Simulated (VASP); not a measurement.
Write the native input for VASP 6.6.1 that does the following.

| Property | Result |
| --- | --- |
| Task | relaxation of cell and atoms |
| Functional | PBE |
| Potentials or basis | VASP PAW PBE potentials, release 64 (Al) |
| Cutoff | 500 eV |
| k mesh | 16 × 16 × 16 |
| Occupations | gaussian, width 0.1 eV |
| Spin | no spin polarisation |
| Target pressure | 10 GPa |
| Dipole correction | no |
| Further INCAR settings | ALGO = Normal; EDIFF = 1e-07; IBRION = 2; EDIFFG = -0.01; NSW = 80; ISIF = 3 |

The structure of Al lies in POSCAR:

```
Al
1.0
    2.8635070000      0.0000000000      0.0000000000
    1.4317535000      2.4798698059      0.0000000000
    1.4317535000      0.8266232686      2.3380436750
Al
1
Direct
    0.0000000000      0.0000000000      0.0000000000
```

One way to write it, as run:

INCAR

```
SYSTEM = Al
PREC = Accurate
ENCUT = 500
EDIFF = 1E-7
ISMEAR = 0
SIGMA = 0.1
LREAL = .False.
LASPH = .True.
NELM = 120
ALGO = Normal
ISIF = 3
LWAVE = .False.
LCHARG = .False.
GGA = PE
IBRION = 2
NSW = 80
EDIFFG = -0.01
PSTRESS = 100.0
GGA_COMPAT = .False.
NELMIN = 4
```

KPOINTS

```
Automatic mesh
0
Gamma
  16 16 16
  0 0 0
```

Potentials or basis: VASP PAW PBE potentials, release 64 (Al).

Launch:

```bash
$ cat potpaw_PBE.64/Al/POTCAR > POTCAR
$ mpirun -np 1 vasp_std > vasp.out
```

Results of the run:

```yaml
Relaxed_volume: 14.90 Å³/atom
Relaxed_cell: a = 2.762 Å, b = 2.762 Å, c = 2.762 Å, α = 60.00°, β = 60.00°, γ = 60.00°
Space_group_after_relaxing_to_0.05_Å: Fm-3m (No. 225)
Energy_change_on_relaxing_the_enthalpy_is_what_falls: +44.7 meV/atom
Ionic_steps: 3
Pressure_after_relaxing: 10.0 GPa
```

Caveat: the cell is relaxed towards a set pressure, so the enthalpy falls and the energy may rise.

Wall time 10 s on 1 thread of Intel(R) Xeon(R) Platinum 8488C (Sapphire Rapids), on a shared host, peak memory 0.14 GiB.
